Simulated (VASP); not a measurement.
The system is TaCl3F.

```
Ta Cl F
1.0
     4.41608    0.00000    0.00000
     0.00000    4.41608    0.00000
     0.00000    0.00000    4.76751
Ta Cl F
1 3 1
Direct
  0.00000 0.00000 0.05096
  0.50000 0.00000 0.69608
  0.50000 0.50000 0.16257
  0.00000 0.50000 0.69608
  0.50000 0.50000 0.62281
```

The cell was built from a structure type or drawn by symmetry, and may not be a known phase.

```yaml
Program: VASP 6.6.1
Task: relaxation of cell and atoms
Functional: PBE
Potentials_or_basis: VASP PAW PBE potentials, release 64 (Ta_pv, Cl, F)
Cutoff: 600 eV
k_mesh: 3 × 3 × 3
Occupations: gaussian, width 0.15 eV
Spin: no spin polarisation
```

At the start: pressure 1.5 GPa; volume 18.59 Å³/atom.

Question: How do energy, volume and symmetry change on relaxing?

Answer: Over 25 steps the energy falls by 935.0 meV/atom and the volume is 22.03 Å³/atom (+18.5 %); space group P4mm (No. 99, to 0.1 Å) before and after.

Step by step:
```csv
step,energy change (eV),largest force (eV/Å),pressure (GPa),volume (Å³)
1,0.0000,3.6974,1.48,92.97
2,-1.1751,3.5520,1.58,95.28
3,-1.8634,2.5373,4.46,97.63
4,-1.2594,5.0013,15.64,102.27
5,-1.8992,3.6311,8.00,99.14
6,-2.3924,2.7956,5.98,105.43
7,-2.9399,1.3881,3.15,122.99
8,-3.1030,1.0492,0.42,125.67
9,-3.1474,0.9000,-1.54,127.99
10,-3.2715,0.9649,-0.99,126.47
11,-3.5665,1.4040,0.59,121.69
12,-3.6719,2.5370,2.59,111.16
13,-3.7663,1.9872,1.53,116.22
14,-3.8823,1.9512,0.68,116.09
15,-4.1402,1.5130,-1.91,115.60
16,-3.8576,2.7705,-6.18,114.21
17,-4.1937,1.6510,-3.28,115.32
18,-4.3540,1.2678,-2.46,113.21
19,-4.4976,1.0298,0.28,108.78
20,-4.5601,0.9153,0.25,109.07
21,-4.6424,0.5544,0.23,109.84
22,-4.6426,0.5336,0.23,109.88
23,-4.6562,0.3998,-0.15,110.23
24,-4.6671,0.3192,-0.84,110.94
25,-4.6752,0.0584,0.01,110.14
```

Final structure:
```yaml
crystal:
  lattice:
    - [4.03002, 0.00000, 0.00000]
    - [0.00000, 4.03002, 0.00000]
    - [0.00000, 0.00000, 6.78185]
  atoms:
    - { symbol: Ta, position: [0.00000, 0.00000, 0.96696] }
    - { symbol: Cl, position: [0.50000, 0.00000, 0.78089] }
    - { symbol: Cl, position: [0.50000, 0.50000, 0.16380] }
    - { symbol: Cl, position: [0.00000, 0.50000, 0.78089] }
    - { symbol: F, position: [0.50000, 0.50000, 0.53596] }
```

Caveat: the k points lie up to 0.52 Å⁻¹ apart in the final cell, too coarse for converged energies and pressures of a metal; the volume moved by over 15 % at a fixed basis, so the end points are rough; an odd number of electrons without spin polarisation forces a metal; a magnetic or distorted state may lie lower; the relaxation stopped at a loose force limit of 0.08 eV/Å, so its end isn't a converged minimum.
